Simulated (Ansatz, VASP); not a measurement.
SnH5 in VASP and in Ansatz

```
CELL_PARAMETERS angstrom
3.58371 0.00000 0.00000
-1.79185 3.10358 0.00000
0.00000 0.00000 10.59650
ATOMIC_POSITIONS crystal
Sn 0.66667 0.33333 0.00000
H 0.00000 0.00000 0.00000
H 0.00000 0.00000 0.31686
H 0.00000 0.00000 0.68314
H 0.00000 0.00000 0.61230
H 0.00000 0.00000 0.38770
```

Alike in both runs: functional PBE; k mesh 6 × 6 × 4; occupations gaussian, width 0.1 eV; no spin polarisation.

Ansatz relaxed the structure, and its values are those at the end. VASP's run is a single point on that final structure, the one shown.

```csv
,VASP,Ansatz
version,VASP 6.6.1,Ansatz 0.2.0
potentials or method,"VASP PAW PBE potentials, release 64 (Sn_d, H), cutoff 520 eV","scalar-relativistic, plane waves, PAW"
valence electrons in the cell,19,19
```

```csv
,VASP,Ansatz,Ansatz less VASP
gap on the k mesh at the Fermi level (eV),none,none,-
pressure (GPa),0.0,0.1,+0.10
rms of the force components (eV/Å),0.005,0.009,+0.0048
```

A gap of «none» marks a metal or a gap that the smearing closes. With one functional, cell and mesh, what is left measures potentials, basis and numerics.
